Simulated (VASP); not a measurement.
# InSe2 (P4_2/mnm) in VASP: further runs

InSe2 is run at these levels: r2SCAN; tasks: single point.

Program: VASP 6.6.1. These are calculated values, not measurements. Logs are shortened: lines on timing, memory, paths and dates and some standing lists are left out, and cuts for length are marked.

## Step 1: The cell of the first run

It takes space group P4_2/mnm (No. 136, tetragonal). The conventional cell has a = 6.162 Å, b = 6.162 Å, c = 3.969 Å, α = 90.00°, β = 90.00°, γ = 90.00°. In (site symmetry mmm) has 6 Se at 2.61 to 2.67 Å within 3.4 Å. Se (site symmetry m2m) has 3 In at 2.61 to 2.67 Å and 1 Se at 3.38 Å within 3.4 Å.

## Step 2: Single point, r2SCAN

POSCAR reads:

```
InSe2
1.0
    6.1621803235      0.0000000000      0.0000000000
    0.0000000000      6.1621803235      0.0000000000
    0.0000000000      0.0000000000      3.9690665166
In Se
2 4
Direct
    0.0000000000      0.0000000000      0.0000000000
    0.5000000000      0.5000000000      0.5000000000
    0.3060000000      0.3060000000      0.0000000000
    0.1940000000      0.8060000000      0.5000000000
    0.6940000000      0.6940000000      0.0000000000
    0.8060000000      0.1940000000      0.5000000000
```

INCAR.step1 reads:

```
PREC = Accurate
ENCUT = 520
ISMEAR = 0
SIGMA = 0.1
LREAL = F
LASPH = T
NELM = 80
NBANDS = 34
GGA = PE
ALGO = Normal
EDIFF = 1E-4
LWAVE = T
LCHARG = F
```

INCAR.step2 reads:

```
PREC = Accurate
ENCUT = 520
EDIFF = 1E-6
ISMEAR = 0
SIGMA = 0.1
LREAL = F
LASPH = T
NELM = 80
ALGO = Normal
ISIF = 2
LWAVE = F
LCHARG = F
METAGGA = R2SCAN
LMIXTAU = T
NBANDS = 34
ISTART = 1
```

KPOINTS reads:

```
regular mesh
0
Gamma
  4 4 4
```

Potentials or basis: VASP PAW PBE potentials, release 64 (In_d, Se).

Launch:

```
$ cat potpaw_PBE.64/In_d/POTCAR potpaw_PBE.64/Se/POTCAR > POTCAR
$ cp INCAR.step1 INCAR
$ mpirun -np 1 vasp_std > vasp.out
$ cp INCAR.step2 INCAR
$ mpirun -np 1 vasp_std > vasp.out
```

OUTCAR:

```text
PREC = Accurate
   ENCUT = 520
   EDIFF = 1E-6
   ISMEAR = 0
   LREAL = F
   LASPH = T
   NELM = 80
   ISIF = 2
   METAGGA = R2SCAN
   ISTART = 1

 ion  position               nearest neighbor table
   1  0.000  0.000  0.000-   4 2.61   6 2.61   4 2.61   6 2.61   5 2.67   3 2.67
   2  0.500  0.500  0.500-   3 2.61   5 2.61   3 2.61   5 2.61   4 2.67   6 2.67
   3  0.306  0.306  0.000-   2 2.61   2 2.61   1 2.67
   4  0.194  0.806  0.500-   1 2.61   1 2.61   2 2.67
   5  0.694  0.694  0.000-   2 2.61   2 2.61   1 2.67
   6  0.806  0.194  0.500-   1 2.61   1 2.61   2 2.67

  LATTYP: Found a simple tetragonal cell.
 ALAT       =     6.1621803235
 C/A-ratio  =     0.6441010013

  Lattice vectors:

 A1 = (   6.1621803235,   0.0000000000,   0.0000000000)
 A2 = (   0.0000000000,   6.1621803235,   0.0000000000)
 A3 = (   0.0000000000,   0.0000000000,   3.9690665166)

Analysis of symmetry for initial positions (statically):
=====================================================================
 Subroutine PRICEL returns:
 Original cell was already a primitive cell.

 Routine SETGRP: Setting up the symmetry group for a
 simple tetragonal supercell.

 Subroutine GETGRP returns: Found 16 space group operations
 (whereof  8 operations were pure point group operations)
 out of a pool of 16 trial point group operations.

The static configuration has the point symmetry D_2h.
 The point group associated with its full space group is D_4h.

Analysis of symmetry for dynamics (positions and initial velocities):
=====================================================================
 Subroutine PRICEL returns:
 Original cell was already a primitive cell.

 Routine SETGRP: Setting up the symmetry group for a
 simple tetragonal supercell.

 Subroutine GETGRP returns: Found 16 space group operations
 (whereof  8 operations were pure point group operations)
 out of a pool of 16 trial point group operations.

The dynamic configuration has the point symmetry D_2h.
 The point group associated with its full space group is D_4h.

 Subroutine INISYM returns: Found 16 space group operations
 (whereof  8 operations are pure point group operations),
 and found     1 'primitive' translations

----------------------------------------------------------------------------------------

                                     Primitive cell

  volume of cell :     150.7152

  direct lattice vectors                    reciprocal lattice vectors
[... 90 lines left out ...]
   EDIFFG = 0.1E-04   stopping-criterion for IOM
   NSW    =      0    number of steps for IOM
   IBRION =     -1    ionic relax: 0-MD 1-quasi-New 2-CG
   NFREE  =      0    steps in history (QN), initial steepest desc. (CG)
   ISIF   =      2    stress and relaxation
   ISYM   =      2    0-nonsym 1-usesym 2-fastsym
   POTIM  = 0.5000    time-step for ionic-motion
   TEBEG  =    0.0;   TEEND  =   0.0 temperature during run
   PSTRESS=    0.0 pullay stress
   NELECT =      50.0000    total number of electrons
   NUPDOWN=      -1.0000    fix difference up-down
   EMIN   =  10.00;   EMAX   =-10.00  energy-range for DOS
   EFERMI =   0.00;   METHOD = LEGACY
   ISMEAR =     0;   SIGMA  =   0.10  broadening in eV -4-tet -1-fermi 0-gaus
   EFERMI_NEDOS =   21; number of points for ismear=-14 and -15
   IALGO  =     38    algorithm
   IMIX   =      4    mixing-type and parameters
     AMIX     =   0.40;   BMIX     =  1.00
     AMIX_MAG =   1.60;   BMIX_MAG =  1.00
  volume/ion in A,a.u.               =      25.12       169.51
  Fermi-wavevector in a.u.,A,eV,Ry     =   1.133302  2.141631 17.474971  1.284374
  Thomas-Fermi vector in A             =   2.270005
   LORBIT       =      0    0 simple, 1 ext, 2 COOP (PROOUT), +10 PAW based schemes
   METAGGA = R2SCAN    functional components
   LHFCALC =     F    Hartree Fock is set to
   AEXX    =    0.0000 exact exchange contribution
   IVDW    =     0    specifies the selected vdW correction
   LEPSILON=     F    determine dielectric tensor
   LRPA    =     F    only Hartree local field effects (RPA)
 non-spin polarized calculation
 Gauss-broadening in eV      SIGMA  =   0.10
  energy-cutoff  :      520.00
  volume of cell :      150.72
 maximum number of plane-waves:      4110
 NGX is ok and might be reduce to    48
   NGX = 23   NGY = 23   NGZ = 15

 number of electron      49.9999987 magnetization

 Free energy of the ion-electron system (eV)
  ---------------------------------------------------
  ext. energy  EPLUGINS =         0.00000000
  ---------------------------------------------------
  free energy    TOTEN  =      -103.22076055 eV

  energy without entropy =     -103.17303279  energy(sigma->0) =     -103.19689667

 E-fermi :   3.6016     XC(G=0): -10.0168

 val. band max:        3.5992033365   @ k =   0.2500   0.0000   0.2500
 cond. band min:       3.6181110356   @ k =   0.5000   0.5000   0.2500
 fundamental gap:      0.0189076991
 Fermi energy:         3.6015536908

 k-point     1 :       0.0000    0.0000    0.0000
  band No.  band energies     occupation
      1     -11.5611      2.00000
      2     -11.1749      2.00000
      3     -11.0168      2.00000
      4     -11.0168      2.00000
      5     -10.8816      2.00000
      6     -10.8687      2.00000
[... 655 lines left out ...]
     33      11.7296      0.00000
     34      11.7296      0.00000

------------------------ aborting loop because EDIFF is reached ----------------------------------------

  FORCE on cell =-STRESS in cart. coord.  units (eV):
  Direction    XX          YY          ZZ          XY          YZ          ZX
  --------------------------------------------------------------------------------------
  -------------------------------------------------------------------------------------
  Total        6.6212187      6.6212187      8.5576012     -0.0000000      0.0000000      0.0000000
  in kB       70.3868184     70.3868184     90.9715183     -0.0000000      0.0000000      0.0000000
  external PRESSURE =      77.2483850 kB  Pullay stress =       0.0000000 kB

 VOLUME and BASIS-vectors are now :
 -----------------------------------------------------------------------------
  energy-cutoff  :      520.00
  volume of cell :      150.72
      direct lattice vectors                 reciprocal lattice vectors
     6.162180324  0.000000000  0.000000000     0.162280223  0.000000000  0.000000000
     0.000000000  6.162180324  0.000000000     0.000000000  0.162280223  0.000000000
     0.000000000  0.000000000  3.969066517     0.000000000  0.000000000  0.251948410

 POSITION                                       TOTAL-FORCE (eV/Angst)
 -----------------------------------------------------------------------------------
      0.00000      0.00000      0.00000        -0.000000      0.000000      0.000000
      3.08109      3.08109      1.98453        -0.000000      0.000000      0.000000
      1.88563      1.88563      0.00000        -0.291077     -0.291077     -0.000000
      1.19546      4.96672      1.98453         0.291077     -0.291077     -0.000000
      4.27655      4.27655      0.00000         0.291077      0.291077      0.000000
      4.96672      1.19546      1.98453        -0.291077      0.291077      0.000000
 -----------------------------------------------------------------------------------
    total drift:                                0.000000     -0.000000     -0.000000

  FREE ENERGIE OF THE ION-ELECTRON SYSTEM (eV)
  ---------------------------------------------------
  free  energy   TOTEN  =      -103.2207605472 eV

  energy  without entropy=     -103.1730327862  energy(sigma->0) =     -103.19689667
```

OSZICAR.step1:

```text
N       E                     dE             d eps       ncg     rms          rms(c)
DAV:   1     0.474040371628E+03    0.47404E+03   -0.21677E+04  1224   0.156E+03
DAV:   2     0.452352873344E+02   -0.42881E+03   -0.41014E+03  1260   0.396E+02
DAV:   3    -0.158851175313E+02   -0.61120E+02   -0.59130E+02  1456   0.157E+02
DAV:   4    -0.193866407712E+02   -0.35015E+01   -0.34370E+01  1480   0.367E+01
DAV:   5    -0.195326862526E+02   -0.14605E+00   -0.14589E+00  1864   0.781E+00    0.885E+00
DAV:   6    -0.190823981908E+02    0.45029E+00   -0.74465E-01  1742   0.183E+01    0.517E+00
DAV:   7    -0.190450665635E+02    0.37332E-01   -0.42640E-01  1894   0.687E+00    0.110E+00
DAV:   8    -0.190432506716E+02    0.18159E-02   -0.76112E-02  1862   0.353E+00    0.498E-01
DAV:   9    -0.190437001495E+02   -0.44948E-03   -0.39405E-03  1734   0.446E-01    0.178E-01
DAV:  10    -0.190437592857E+02   -0.59136E-04   -0.63012E-04  1556   0.447E-01
   1 F= -.19043759E+02 E0= -.19019279E+02  d E =-.489608E-01
```

Wall time 3.7 min (1 thread of Intel Xeon Platinum 8488C (Sapphire Rapids), shared host); peak memory 0.31 GiB.

What came out:

* Free energy: -103.2208 eV
* Pressure: 7.7 GPa
* Largest force: 0.412 eV/Å
* Band gap on the k mesh: zero (band 25 reaches 3.87 eV, above the bottom of band 26 at 2.68 eV)

Forces in eV/Å, atoms in the order of the input:
```
In   0.000  0.000  0.000
In   0.000  0.000  0.000
Se  -0.291 -0.291  0.000
Se   0.291 -0.291  0.000
Se   0.291  0.291  0.000
Se  -0.291  0.291  0.000
```

Stress tensor (GPa, compression positive):
```
7.04 0.00 0.00
0.00 7.04 0.00
0.00 0.00 9.10
```

Levels at points of the mesh, in eV from the Fermi level:
```csv
k point,band 21,band 22,band 23,band 24,band 25,band 26,band 27,band 28,band 29,band 30
"(0.00, 0.00, 0.00)",-0.94,-0.24,-0.24,0.26,0.26,0.83,1.06,3.42,4.63,4.63
"(0.50, 0.00, 0.00)",-1.42,-1.42,-0.09,-0.09,0.22,0.22,3.33,3.33,5.14,5.14
"(0.50, 0.50, 0.00)",-1.10,-1.10,-0.61,-0.61,-0.35,-0.35,3.18,3.18,5.84,5.84
"(0.00, 0.00, 0.50)",-1.73,-1.73,-1.27,-1.27,-0.92,-0.92,3.36,3.36,7.82,7.82
"(0.50, 0.00, 0.50)",-1.48,-1.48,-0.52,-0.52,0.24,0.24,4.12,4.12,5.11,5.11
"(0.50, 0.50, 0.50)",-1.61,-1.61,-0.35,-0.35,-0.34,-0.34,2.65,2.65,6.48,6.48
```

Caveat: the k points lie up to 0.40 Å⁻¹ apart; the PAW data sets were made with another functional, which shifts forces and pressure a little; spin-orbit coupling is left out, which moves the levels of the heavy elements.

(Part 1 of 2 ends here.)
